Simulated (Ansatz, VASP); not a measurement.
C in VASP and in Ansatz

```
C
1.0
     0.00000    1.76587    1.76587
     1.76587    0.00000    1.76587
     1.76587    1.76587    0.00000
C
2
Direct
  0.87500 0.87500 0.87500
  0.12500 0.12500 0.12500
```

Alike in both runs: task single point; functional LDA; k mesh 20 × 20 × 20; occupations fermi-dirac, width 0.08 eV; no spin polarisation.

|  | VASP | Ansatz |
| --- | --- | --- |
| version | VASP 6.6.1 | Ansatz 0.2.0 |
| potentials or method | VASP PAW LDA potentials, release 64 (C), cutoff 520 eV | all-electron LAPW, scalar-relativistic |

```csv
,VASP,Ansatz,Ansatz less VASP
gap on the k mesh at the Fermi level (eV),4.17,4.18,+0.006
pressure (GPa),1.6,0.1,-1.49
```

LDA's correlation is that of Perdew and Zunger in VASP and of Perdew and Wang (1992) in Ansatz. Ansatz ran all-electron here, and VASP with PAW potentials.
